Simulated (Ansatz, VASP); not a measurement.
# Si: VASP beside Ansatz

```xyz
4
Lattice="3.8511 -0.0385 0.0000 -1.9589 3.3544 0.0000 0.0000 0.0000 6.3647" Properties=species:S:1:pos:R:3 pbc="T T T"
Si   -0.0222    2.2234    0.4005
Si    1.9144    1.0925    3.5829
Si   -0.0222    2.2234    2.7818
Si    1.9144    1.0925    5.9641
```

Change from the starting cell: engineering shear strain xy -0.0200, strain +e along x and -e along y +0.0000.

Alike in both runs: task single point; functional PBE; k mesh 12 × 12 × 6; occupations gaussian, width 0.05 eV; no spin polarisation.

```csv
,VASP,Ansatz
version,VASP 6.6.1,Ansatz 0.2.0
potentials or method,"VASP PAW PBE potentials, release 64 (Si), cutoff 520 eV","scalar-relativistic, plane waves, PAW"
valence electrons in the cell,16,16
```

Ansatz gave:

```
gap on the k mesh at the Fermi level (eV)                     : 0.30
least direct gap on the mesh (eV)                             : 0.93
pressure (GPa)                                                : 0.0
traceless stress, the component that is largest in VASP (GPa) : 1.70
rms of the force components (eV/Å)                            : 0.087
```

Question: Which values does VASP return?

Answer: gap on the k mesh at the Fermi level (eV): 0.30; least direct gap on the mesh (eV): 0.94; pressure (GPa): 0.0; traceless stress, the component that is largest in VASP (GPa): 1.70; rms of the force components (eV/Å): 0.087.

Atom by atom the forces differ by 0.001 eV/Å (rms over components).
